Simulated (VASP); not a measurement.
# B6C (P-6m2) in VASP: single point with PBE

Aim: the single point of B6C with PBE.

Program: VASP 6.6.1. These are calculated values, not measurements. Logs are shortened: lines on timing, memory, paths and dates and some standing lists are left out, and cuts for length are marked.

### Step 1. The cell of the first run

The structure is hexagonal, space group P-6m2 (No. 187). Conventional cell: a = 3.916 Å, b = 3.916 Å, c = 3.975 Å, α = 90.00°, β = 90.00°, γ = 120.00°. Within 2.3 Å of B (site symmetry m) lie 1 C at 1.65 Å and 6 B at 1.77 to 2.21 Å. C (site symmetry -6m2) has 6 B at 1.65 Å within 2.2 Å.

The cell was built from a structure type or drawn by symmetry, and may not be a known phase.

### Step 2. Single point, PBE

Input file INCAR:

```
SYSTEM = B6C
PREC = Accurate ; ENCUT = 600
EDIFF = 1E-6 ; ISMEAR = 0
SIGMA = 0.2 ; LREAL = .False.
LASPH = .True. ; NELM = 120
ALGO = Normal ; ISIF = 2
LWAVE = .False. ; LCHARG = .False.
GGA = PE ; NBANDS = 20
GGA_COMPAT = .False.
```

Input file KPOINTS:

```
regular mesh
0
Gamma
  5 5 3
  0 0 0
```

Input file POSCAR:

```
B6C
1.0
    3.9157786393     -0.0000000029      0.0000000000
   -1.9578893171      3.3911637787      0.0000000000
    0.0000000000      0.0000000000      3.9753713241
B C
6 1
Direct
    0.4854826798      0.5145173202      0.2220214860
    0.4854826798      0.9709653495      0.2220214860
    0.0290346505      0.5145173202      0.2220214860
    0.4854826798      0.5145173202      0.7779785140
    0.4854826798      0.9709653495      0.7779785140
    0.0290346505      0.5145173202      0.7779785140
    0.6666666700      0.3333333300      0.5000000000
```

Potentials or basis: VASP PAW PBE potentials, release 64 (B, C).

Launch:

```sh
> cat potpaw_PBE.64/B/POTCAR potpaw_PBE.64/C/POTCAR > POTCAR
> mpirun -np 1 vasp_std > vasp.out
```

OUTCAR:

```text
SYSTEM = B6C
   PREC = Accurate
   ENCUT = 600
   EDIFF = 1E-6
   ISMEAR = 0
   LREAL = .False.
   LASPH = .True.
   NELM = 120
   ISIF = 2
   GGA = PE

 ion  position               nearest neighbor table
   1  0.485  0.515  0.222-   7 1.65   4 1.77   2 1.79   3 1.79   2 2.13   3 2.13
   2  0.485  0.971  0.222-   7 1.65   5 1.77   1 1.79   3 1.79   1 2.13   3 2.13
   3  0.029  0.515  0.222-   7 1.65   6 1.77   1 1.79   2 1.79   1 2.13   2 2.13
   4  0.485  0.515  0.778-   7 1.65   1 1.77   5 1.79   6 1.79   5 2.13   6 2.13
   5  0.485  0.971  0.778-   7 1.65   2 1.77   4 1.79   6 1.79   4 2.13   6 2.13
   6  0.029  0.515  0.778-   7 1.65   3 1.77   4 1.79   5 1.79   4 2.13   5 2.13
   7  0.667  0.333  0.500-   1 1.65   4 1.65   2 1.65   5 1.65   3 1.65   6 1.65

  LATTYP: Found a hexagonal cell.
 ALAT       =     3.9157786393
 C/A-ratio  =     1.0152186041

  Lattice vectors:

 A1 = (   3.9157786393,  -0.0000000029,   0.0000000000)
 A2 = (  -1.9578893171,   3.3911637787,   0.0000000000)
 A3 = (   0.0000000000,   0.0000000000,   3.9753713241)

Analysis of symmetry for initial positions (statically):
=====================================================================
 Subroutine PRICEL returns:
 Original cell was already a primitive cell.

 Routine SETGRP: Setting up the symmetry group for a
 hexagonal supercell.

 Subroutine GETGRP returns: Found 12 space group operations
 (whereof 12 operations were pure point group operations)
 out of a pool of 24 trial point group operations.

The static configuration has the point symmetry D_3h.

Analysis of symmetry for dynamics (positions and initial velocities):
=====================================================================
 Subroutine PRICEL returns:
 Original cell was already a primitive cell.

 Routine SETGRP: Setting up the symmetry group for a
 hexagonal supercell.

 Subroutine GETGRP returns: Found 12 space group operations
 (whereof 12 operations were pure point group operations)
 out of a pool of 24 trial point group operations.

The dynamic configuration has the point symmetry D_3h.

 Subroutine INISYM returns: Found 12 space group operations
 (whereof 12 operations are pure point group operations),
 and found     1 'primitive' translations

----------------------------------------------------------------------------------------

                                     Primitive cell

  volume of cell :      52.7891

  direct lattice vectors                    reciprocal lattice vectors
     3.915778639 -0.000000003  0.000000000     0.255377051  0.147442009  0.000000000
    -1.957889317  3.391163779  0.000000000     0.000000000  0.294884018  0.000000000
     0.000000000  0.000000000  3.975371324     0.000000000  0.000000000  0.251548829

  length of vectors
     3.915778639  3.915778639  3.975371324     0.294884018  0.294884018  0.251548829

  position of ions in fractional coordinates (direct lattice)
     0.485482680  0.514517320  0.222021486
     0.485482680  0.970965349  0.222021486
     0.029034651  0.514517320  0.222021486
     0.485482680  0.514517320  0.777978514
     0.485482680  0.970965349  0.777978514
     0.029034651  0.514517320  0.777978514
     0.666666670  0.333333330  0.500000000

  ion indices of the primitive-cell ions
   primitive index   ion index
                 1           1
                 2           2
                 3           3
                 4           4
                 5           5
                 6           6
                 7           7

----------------------------------------------------------------------------------------

 KPOINTS: regular mesh

Automatic generation of k-mesh.
 Grid dimensions read from file:
 generate k-points for:    5    5    3

 Generating k-lattice:

  Cartesian coordinates                     Fractional coordinates (reciprocal lattice)
     0.051075410  0.029488402  0.000000000     0.200000000 -0.000000000  0.000000000
     0.000000000  0.058976804  0.000000000     0.000000000  0.200000000  0.000000000
     0.000000000  0.000000000  0.083849610     0.000000000  0.000000000  0.333333333

  Length of vectors
     0.058976804  0.058976804  0.083849610

  Shift w.r.t. Gamma in fractional coordinates (k-lattice)
     0.000000000  0.000000000  0.000000000

 Subroutine IBZKPT returns following result:
 ===========================================

 Found     10 irreducible k-points:

 Following reciprocal coordinates:
            Coordinates               Weight
  0.000000  0.000000  0.000000      1.000000
  0.200000 -0.000000  0.000000      6.000000
  0.400000  0.000000  0.000000      6.000000
  0.200000  0.200000  0.000000      6.000000
  0.400000  0.200000  0.000000      6.000000
  0.000000  0.000000  0.333333      2.000000
  0.200000 -0.000000  0.333333     12.000000
  0.400000  0.000000  0.333333     12.000000
  0.200000  0.200000  0.333333     12.000000
  0.400000  0.200000  0.333333     12.000000
   k-points           NKPTS =     10   k-points in BZ     NKDIM =     10   number of bands    NBANDS=     20
   number of dos      NEDOS =    301   number of ions     NIONS =      7
   total plane-waves  NPLWV =  32768
   dimension x,y,z NGX =    32 NGY =   32 NGZ =   32
   dimension x,y,z NGXF=    64 NGYF=   64 NGZF=   64
   ions per type =               6   1
   NGX,Y,Z   is equivalent  to a cutoff of  13.59, 13.59, 13.38 a.u.
   NGXF,Y,Z  is equivalent  to a cutoff of  27.17, 27.17, 26.76 a.u.
 SYSTEM =  B6C
   PREC   = accura    normal or accurate (medium, high low for compatibility)
   ISTART =      0    job   : 0-new  1-cont  2-samecut
   ICHARG =      2    charge: 1-file 2-atom 10-const
   ISPIN  =      1    spin polarized calculation?
   LNONCOLLINEAR =      F non collinear calculations
   LSORBIT =      F    spin-orbit coupling
   LASPH  =      T    aspherical Exc in radial PAW
   ENCUT  =  600.0 eV  44.10 Ry    6.64 a.u.   7.82  7.82  7.94*2*pi/ulx,y,z
   NELM   =    120;   NELMIN=  2; NELMDL= -5     # of ELM steps
   EDIFF  = 0.1E-05   stopping-criterion for ELM
   LREAL  =      F    real-space projection
   EDIFFG = 0.1E-04   stopping-criterion for IOM
   NSW    =      0    number of steps for IOM
   IBRION =     -1    ionic relax: 0-MD 1-quasi-New 2-CG
   NFREE  =      0    steps in history (QN), initial steepest desc. (CG)
   ISIF   =      2    stress and relaxation
   ISYM   =      2    0-nonsym 1-usesym 2-fastsym
   POTIM  = 0.5000    time-step for ionic-motion
   TEBEG  =    0.0;   TEEND  =   0.0 temperature during run
   PSTRESS=    0.0 pullay stress
   NELECT =      22.0000    total number of electrons
   NUPDOWN=      -1.0000    fix difference up-down
   EMIN   =  10.00;   EMAX   =-10.00  energy-range for DOS
   EFERMI =   0.00;   METHOD = LEGACY
   ISMEAR =     0;   SIGMA  =   0.20  broadening in eV -4-tet -1-fermi 0-gaus
   EFERMI_NEDOS =   21; number of points for ismear=-14 and -15
   IALGO  =     38    algorithm
   IMIX   =      4    mixing-type and parameters
     AMIX     =   0.40;   BMIX     =  1.00
     AMIX_MAG =   1.60;   BMIX_MAG =  1.00
  volume/ion in A,a.u.               =       7.54        50.89
  Fermi-wavevector in a.u.,A,eV,Ry     =   1.222834  2.310821 20.345106  1.495323
  Thomas-Fermi vector in A             =   2.357967
   LORBIT       =      0    0 simple, 1 ext, 2 COOP (PROOUT), +10 PAW based schemes
   GGA     = PE    functional components
   LHFCALC =     F    Hartree Fock is set to
   AEXX    =    0.0000 exact exchange contribution
   IVDW    =     0    specifies the selected vdW correction
   LEPSILON=     F    determine dielectric tensor
   LRPA    =     F    only Hartree local field effects (RPA)
 non-spin polarized calculation
 Gauss-broadening in eV      SIGMA  =   0.20
  energy-cutoff  :      600.00
  volume of cell :       52.79
 maximum number of plane-waves:      1774
 NGX is ok and might be reduce to    32
   NGX = 15   NGY = 15   NGZ = 15

 number of electron      22.0000000 magnetization

 Free energy of the ion-electron system (eV)
  ---------------------------------------------------
  ext. energy  EPLUGINS =         0.00000000
  ---------------------------------------------------
  free energy    TOTEN  =       -42.67920806 eV

  energy without entropy =      -42.65339262  energy(sigma->0) =      -42.66630034

 E-fermi :   6.2166     XC(G=0): -11.5084

 val. band max:        6.1671829015   @ k =   0.4000   0.2000   0.3333
 cond. band min:       6.4533889023   @ k =   0.2000  -0.0000   0.3333
 fundamental gap:      0.2862060008
 Fermi energy:         6.2165982534

 k-point     1 :       0.0000    0.0000    0.0000
  band No.  band energies     occupation
      1     -11.2763      2.00000
      2      -5.8357      2.00000
      3      -3.6256      2.00000
      4      -1.6382      2.00000
      5      -1.2748      2.00000
      6      -1.2748      2.00000
[... 12 lines left out ...]
     19      14.3888      0.00000
     20      14.7334      0.00000

 k-point     2 :       0.2000   -0.0000    0.0000
  band No.  band energies     occupation
      1     -11.0218      2.00000
      2      -6.1572      2.00000
      3      -3.4927      2.00000
      4      -2.6066      2.00000
      5      -1.7348      2.00000
      6      -0.7057      2.00000
[... 12 lines left out ...]
     19      14.8292      0.00000
     20      15.4951      0.00000

 k-point     3 :       0.4000    0.0000    0.0000
  band No.  band energies     occupation
      1     -10.4766      2.00000
      2      -7.0027      2.00000
      3      -3.2490      2.00000
      4      -2.7972      2.00000
      5      -2.2519      2.00000
      6      -0.5805      2.00000
[... 12 lines left out ...]
     19      15.1036      0.00000
     20      16.6264      0.00000

 k-point     4 :       0.2000    0.2000    0.0000
  band No.  band energies     occupation
      1     -10.6058      2.00000
      2      -6.7459      2.00000
      3      -3.3002      2.00000
      4      -2.9691      2.00000
      5      -2.4824      2.00000
      6      -0.1783      2.00000
[... 12 lines left out ...]
     19      15.2464      0.00000
     20      16.0509      0.00000

 k-point     5 :       0.4000    0.2000    0.0000
  band No.  band energies     occupation
      1     -10.2659      2.00000
      2      -7.1990      2.00000
      3      -3.5901      2.00000
      4      -3.1686      2.00000
      5      -1.9967      2.00000
      6      -0.6223      2.00000
[... 12 lines left out ...]
     19      15.3989      0.00000
     20      16.5137      0.00000

 k-point     6 :       0.0000    0.0000    0.3333
  band No.  band energies     occupation
      1     -10.7443      2.00000
      2      -7.4123      2.00000
      3      -3.6510      2.00000
      4      -1.3758      2.00000
      5      -1.0526      2.00000
      6      -1.0526      2.00000
[... 12 lines left out ...]
     19      14.2891      0.00000
     20      17.2264      0.00000

 k-point     7 :       0.2000   -0.0000    0.3333
  band No.  band energies     occupation
      1     -10.5107      2.00000
      2      -7.1468      2.00000
      3      -4.3898      2.00000
      4      -2.6482      2.00000
      5      -1.4080      2.00000
      6      -0.1211      2.00000
[... 12 lines left out ...]
     19      15.6273      0.00000
     20      15.7050      0.00000

 k-point     8 :       0.4000    0.0000    0.3333
  band No.  band energies     occupation
      1     -10.0304      2.00000
      2      -6.6394      2.00000
      3      -5.4296      2.00000
      4      -3.8107      2.00000
      5      -1.8480      2.00000
      6      -0.3340      2.00000
[... 12 lines left out ...]
     19      14.6956      0.00000
     20      16.1216      0.00000

 k-point     9 :       0.2000    0.2000    0.3333
  band No.  band energies     occupation
      1     -10.1403      2.00000
      2      -6.7340      2.00000
      3      -5.1827      2.00000
      4      -3.4957      2.00000
      5      -2.3320      2.00000
      6       0.3832      2.00000
[... 12 lines left out ...]
     19      15.1589      0.00000
     20      16.1756      0.00000

 k-point    10 :       0.4000    0.2000    0.3333
  band No.  band energies     occupation
      1      -9.8532      2.00000
      2      -6.5122      2.00000
      3      -5.4458      2.00000
      4      -4.1107      2.00000
      5      -2.8763      2.00000
      6      -0.0988      2.00000
[... 12 lines left out ...]
     19      15.3660      0.00000
     20      15.6583      0.00000

------------------------ aborting loop because EDIFF is reached ----------------------------------------

  FORCE on cell =-STRESS in cart. coord.  units (eV):
  Direction    XX          YY          ZZ          XY          YZ          ZX
  --------------------------------------------------------------------------------------
  -------------------------------------------------------------------------------------
  Total       -0.0278552     -0.0278552     -0.0696201     -0.0000000      0.0000000      0.0000000
  in kB       -0.8454190     -0.8454190     -2.1130042     -0.0000000      0.0000000      0.0000000
  external PRESSURE =      -1.2679474 kB  Pullay stress =       0.0000000 kB

 VOLUME and BASIS-vectors are now :
 -----------------------------------------------------------------------------
  energy-cutoff  :      600.00
  volume of cell :       52.79
      direct lattice vectors                 reciprocal lattice vectors
     3.915778639 -0.000000003  0.000000000     0.255377051  0.147442009  0.000000000
    -1.957889317  3.391163779  0.000000000     0.000000000  0.294884018  0.000000000
     0.000000000  0.000000000  3.975371324     0.000000000  0.000000000  0.251548829

 POSITION                                       TOTAL-FORCE (eV/Angst)
 -----------------------------------------------------------------------------------
      0.89367      1.74481      0.88262         0.018977     -0.010956      0.012965
      0.00000      3.29270      0.88262         0.000000      0.021912      0.012965
     -0.89367      1.74481      0.88262        -0.018977     -0.010956      0.012965
      0.89367      1.74481      3.09275         0.018977     -0.010956     -0.012965
      0.00000      3.29270      3.09275         0.000000      0.021912     -0.012965
     -0.89367      1.74481      3.09275        -0.018977     -0.010956     -0.012965
      1.95789      1.13039      1.98769        -0.000000      0.000000      0.000000
 -----------------------------------------------------------------------------------
    total drift:                               -0.000016      0.000009     -0.000000

  FREE ENERGIE OF THE ION-ELECTRON SYSTEM (eV)
  ---------------------------------------------------
  free  energy   TOTEN  =       -42.6792080604 eV

  energy  without entropy=      -42.6533926168  energy(sigma->0) =      -42.66630034
```

Run time: 22 s. Hardware: 1 thread of AMD EPYC 7R13, shared host; peak memory 0.14 GiB.

Results:

```
Free energy            : -42.6792 eV
Pressure               : -0.1 GPa
Largest force          : 0.025 eV/Å
Band gap on the k mesh : zero (bands 11 and 12 overlap by 1.24 eV)
```

Forces on the atoms (eV/Å):
```
B    0.019 -0.011  0.013
B    0.000  0.022  0.013
B   -0.019 -0.011  0.013
B    0.019 -0.011 -0.013
B    0.000  0.022 -0.013
B   -0.019 -0.011 -0.013
C    0.000  0.000  0.000
```

Levels at points of the mesh, in eV from the Fermi level:
| k point | band 7 | band 8 | band 9 | band 10 | band 11 | band 12 | band 13 | band 14 | band 15 | band 16 |
| --- | --- | --- | --- | --- | --- | --- | --- | --- | --- | --- |
| (0.00, 0.00, 0.00) | -5.28 | -4.31 | -4.31 | -1.63 | -1.63 | 1.24 | 1.24 | 2.09 | 4.57 | 4.57 |

Caveat: the k points lie up to 0.53 Å⁻¹ apart, too coarse for converged energies and pressures of a metal.
